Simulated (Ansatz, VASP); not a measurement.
## Al: VASP beside Ansatz

```
Al
1.0
     2.84550    0.00000    0.00000
    -1.42275    2.46427    0.00000
     0.00000    0.00000   27.63510
Al
6
Direct
  0.83333 0.16667 0.28949
  0.16667 0.83333 0.37369
  0.83333 0.16667 0.45790
  0.16667 0.83333 0.54210
  0.83333 0.16667 0.62631
  0.16667 0.83333 0.71051
```

Alike in both runs: task single point; functional PBEsol; k mesh 13 × 13 × 1; occupations fermi-dirac, width 0.1 eV; no spin polarisation.

|  | VASP | Ansatz |
| --- | --- | --- |
| version | VASP 6.6.1 | Ansatz 0.2.0 |
| potentials or method | VASP PAW PBE potentials, release 64 (Al) | PAW with Ansatz's default frozen-core files, scalar-relativistic |
| plane-wave cutoff (eV) | 520 | 420 |
| valence electrons in the cell | 18 | 18 |

|  | VASP | Ansatz | Ansatz less VASP |
| --- | --- | --- | --- |
| rms of the force components (eV/Å) | 0.034 | 0.033 | -0.0011 |

VASP's potentials were made for PBE, not for PBEsol. Atom by atom the forces differ by 0.001 eV/Å (rms over components). With one functional, cell and mesh, what is left measures potentials, basis and numerics.
